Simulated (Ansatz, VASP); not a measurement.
Fe: VASP beside Ansatz

```xyz
1
Lattice="-1.4329 1.4329 1.4329 1.4329 -1.4329 1.4329 1.4329 1.4329 -1.4329" Properties=species:S:1:pos:R:3 pbc="T T T"
Fe    0.0000    0.0000    0.0000
```

Alike in both runs: task single point; functional PBE; k mesh 12 × 12 × 12; occupations fermi-dirac, width 0.1 eV; collinear spin.

|  | VASP | Ansatz |
| --- | --- | --- |
| version | VASP 6.6.1 | Ansatz 0.2.0 |
| potentials or method | VASP PAW PBE potentials, release 64 (Fe), cutoff 600 eV | PAW, plane waves, scalar-relativistic |
| valence electrons in the cell | 8 | 16 |

Ansatz gave:

* pressure (GPa): -5.9
* net moment per atom (μB): 2.24
* size of the moment on the site where the two differ most (μB): 2.29

Problem. What did VASP give for the same quantities?

Solution. Pressure (GPa): -6.0; net moment per atom (μB): 2.26; size of the moment on the site where the two differ most (μB): 2.27.

Site moments also hang on the region over which each program counts them. VASP's potentials hold 8 valence electrons a cell and Ansatz's 16, so a difference there can come from the potentials and not from the codes.
